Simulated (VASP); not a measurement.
Wanted: the native input for a VASP 6.6.1 run.

- Task: single point
- Functional: r2SCAN
- Potentials or basis: VASP PAW PBE potentials, release 64 (Pb_d, Se)
- Cutoff: 550 eV
- k mesh: 4 × 4 × 4
- Occupations: gaussian, width 0.01 eV
- Spin: no spin polarisation
- Dipole correction: no
- Further INCAR settings: ALGO = Normal; EDIFF = 1e-06; NBANDS = 17

The system is PbSe (Clausthalite).

```
CELL_PARAMETERS angstrom
0.00000 3.06065 3.06065
3.06065 0.00000 3.06065
3.06065 3.06065 0.00000
ATOMIC_POSITIONS crystal
Pb 0.00000 0.00000 0.00000
Se 0.51500 0.50000 0.50000
```

These files were run (other wordings do the same):

POSCAR

```
PbSe
1.0
    0.0000000000      3.0606500000      3.0606500000
    3.0606500000      0.0000000000      3.0606500000
    3.0606500000      3.0606500000      0.0000000000
Pb Se
1 1
Direct
    0.0000000000      0.0000000000      0.0000000000
    0.5150000000      0.5000000000      0.5000000000
```

INCAR.step1

```
  ALGO = Normal
  EDIFF = 1E-5
  ENCUT = 550
  GGA = PE
  GGA_COMPAT = False
  ISMEAR = 0
  LASPH = True
  LCHARG = False
  LREAL = False
  LWAVE = True
  NBANDS = 17
  NELM = 120
  PREC = Accurate
  SIGMA = 0.01
```

INCAR.step2

```
  ALGO = Normal
  EDIFF = 1E-6
  ENCUT = 550
  GGA_COMPAT = False
  ISIF = 2
  ISMEAR = 0
  ISTART = 1
  LASPH = True
  LCHARG = False
  LMIXTAU = True
  LREAL = False
  LWAVE = False
  METAGGA = R2SCAN
  NBANDS = 17
  NELM = 120
  PREC = Accurate
  SIGMA = 0.01
```

KPOINTS

```
k-points
0
Gamma
  4 4 4
```

Potentials or basis: VASP PAW PBE potentials, release 64 (Pb_d, Se).

Run with:

```sh
$ cat potpaw_PBE.64/Pb_d/POTCAR potpaw_PBE.64/Se/POTCAR > POTCAR
$ cp INCAR.step1 INCAR
$ mpirun -np 1 vasp_std > vasp.out
$ cp INCAR.step2 INCAR
$ mpirun -np 1 vasp_std > vasp.out
```

It gave:

- Pressure: 1.6 GPa
- Largest force: 0.019 eV/Å
- Band gap on the k mesh: 0.59 eV, direct

Caveat: the k points lie up to 0.44 Å⁻¹ apart; the PAW data sets were made with another functional, which shifts forces and pressure a little; spin-orbit coupling is left out, which moves the levels of the heavy elements.

Wall time 63 s on 1 thread of Intel(R) Xeon(R) Platinum 8259CL CPU @ 2.50GHz (Skylake/Cascade Lake) (shared host), peak memory 0.21 GiB.
